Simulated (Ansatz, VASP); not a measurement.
# AlRu: VASP beside Ansatz

File INCAR:

```
SYSTEM = AlRu
PREC = Accurate ; ENCUT = 520
EDIFF = 1E-8 ; ISMEAR = -1
SIGMA = 0.05 ; LREAL = .FALSE.
LASPH = .TRUE. ; NELM = 60
ALGO = Normal ; ISIF = 2
LWAVE = .FALSE. ; LCHARG = .FALSE.
GGA = PE ; LEFG = .TRUE.
NBANDS = 16
```

KPOINTS

```
Automatic mesh
0
G
  12 12 12
  0 0 0
```

Contents of POSCAR:

```
AlRu
1.0
    2.9916000000      0.0000000000      0.0000000000
    0.0000000000      2.9916000000      0.0000000000
    0.0000000000      0.0000000000      2.9916000000
Al Ru
1 1
Direct
    0.0000000000      0.0000000000      0.0000000000
    0.5000000000      0.5000000000      0.5000000000
```

Input for Ansatz:

```yaml
crystal:
  lattice:
    - [2.9916, 0.0, 0.0]
    - [0.0, 2.9916, 0.0]
    - [0.0, 0.0, 2.9916]
  atoms:
    - { symbol: Al, position: [0.0, 0.0, 0.0] }
    - { symbol: Ru, position: [0.5, 0.5, 0.5] }
kpoints:
  mp_grid: { grid: [12, 12, 12] }
  band_path:
    path:
      - [0.0, 0.0, 0.0]
      - [0.0, 0.5, 0.0]
      - [0.5, 0.5, 0.0]
      - [0.0, 0.0, 0.0]
      - [0.5, 0.5, 0.5]
      - [0.0, 0.5, 0.0]
      - [0.5, 0.5, 0.5]
      - [0.5, 0.5, 0.0]
    npoints: 8
scf:
  occupations: { method: fermi_dirac, width: 0.05 }
hamiltonian:
  xc: pbe
  pseudopotentials: { kind: all_electron, datasets: crystal }
output:
  forces: true
  stress: true
  eigenvalues: true
  efg: { contact_densities: true }
```

Alike in both runs: task electric field gradients; functional PBE; k mesh 12 × 12 × 12; occupations fermi-dirac, width 0.05 eV; no spin polarisation.

|  | VASP | Ansatz |
| --- | --- | --- |
| version | VASP 6.6.1 | Ansatz 0.2.0 |
| potentials or method | VASP PAW PBE potentials, release 64 (Al, Ru_pv), cutoff 520 eV | all-electron PAW with datasets made for the crystal, scalar-relativistic |

|  | VASP | Ansatz | Ansatz less VASP |
| --- | --- | --- | --- |
| pressure (GPa) | 2.4 | 2.4 | -0.02 |

Ansatz ran all-electron here, and VASP with PAW potentials.
